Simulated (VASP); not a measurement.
BN: single point with r2SCAN

BN:

```xyz
2
Lattice="1.2511 0.7223 3.3729 -1.2511 0.7223 3.3729 0.0000 -1.4447 3.3729" Properties=species:S:1:pos:R:3 pbc="T T T"
B     0.0000    0.0000    0.0033
N     0.0000    0.0000    6.7516
```

* Program: VASP 6.6.1
* Task: single point
* Functional: r2SCAN
* Potentials or basis: VASP PAW PBE potentials, release 64 (B, N)
* Cutoff: 660 eV
* k mesh: 6 × 6 × 6
* Occupations: gaussian, width 0.01 eV
* Spin: no spin polarisation
* Dipole correction: no
* Further INCAR settings: ALGO = Normal; EDIFF = 1e-06; NBANDS = 11

* Pressure: 0.1 GPa
* Largest force: 0.008 eV/Å
* Band gap on the k mesh: 4.84 eV (least direct gap 5.39 eV)

Forces in eV/Å, atoms in the order of the input:
```
B    0.000  0.000  0.008
N    0.000  0.000 -0.008
```

Stress tensor (GPa, compression positive):
```
0.01 0.00 0.00
0.00 0.01 0.00
0.00 0.00 0.27
```

Levels at points of the mesh, in eV from the valence-band top:
```
           k point  band 2  band 3  band 4  band 5  band 6  band 7
(0.00, 0.00, 0.00)   -4.28   -1.31   -1.31    5.54   12.44   12.44
(0.50, 0.00, 0.00)   -9.28   -4.22   -0.59    5.96   10.63   13.77
(0.50, 0.50, 0.00)   -9.16   -4.27   -1.18    4.84   10.62   15.09
(0.50, 0.50, 0.50)   -6.29   -1.33   -1.33   10.86   12.36   12.36
```

It took 68 s on 1 thread of AMD EPYC 7R43 64-Core Processor (Zen 3), on a shared host, peak memory 0.14 GiB.

Caveat: the k points lie up to 0.49 Å⁻¹ apart; the PAW data sets were made with another functional, which shifts forces and pressure a little. A k mesh can miss the band edges.
